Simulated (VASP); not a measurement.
A run of VASP 6.6.1:

INCAR

```
SYSTEM = ScAl5
  PREC = Accurate
  ENCUT = 520
  EDIFF = 1E-6
  ISMEAR = 0
  SIGMA = 0.1
  LREAL = .False.
  LASPH = .True.
  NELM = 100
  ALGO = Normal
  ISIF = 2
  LWAVE = .False.
  LCHARG = .False.
  GGA = PE
  NBANDS = 22
```

KPOINTS

```
Automatic mesh
0
Gamma
  6 6 2
  0 0 0
```

Contents of POSCAR:

```
ScAl5
1.0
    1.9521273200     -2.1114502100      0.0000000000
    1.9521273200      2.1114502100      0.0000000000
    0.0000000000      0.0000000000     11.7127639300
Sc Al
1 5
Direct
    0.0000000000      0.0000000000      0.5000000000
    0.0000000000      0.0000000000      0.8333333300
    0.5000000000      0.5000000000      0.0000000000
    0.0000000000      0.0000000000      0.1666666700
    0.5000000000      0.5000000000      0.3333333300
    0.5000000000      0.5000000000      0.6666666700
```

Potentials or basis: VASP PAW PBE potentials, release 64 (Sc_sv, Al).

Launch:

```bash
$ cat potpaw_PBE.64/Sc_sv/POTCAR potpaw_PBE.64/Al/POTCAR > POTCAR
$ mpirun -np 1 vasp_std > vasp.out
```

Hardware: 1 thread of Intel(R) Xeon(R) Platinum 8259CL CPU @ 2.50GHz (Skylake/Cascade Lake), on a shared host.

How long does it take, and how much memory?

Run time: 58 s on 1 thread of Intel(R) Xeon(R) Platinum 8259CL CPU @ 2.50GHz (Skylake/Cascade Lake) (shared host), peak memory 0.23 GiB. Counts: scf iterations 15, k points 26.
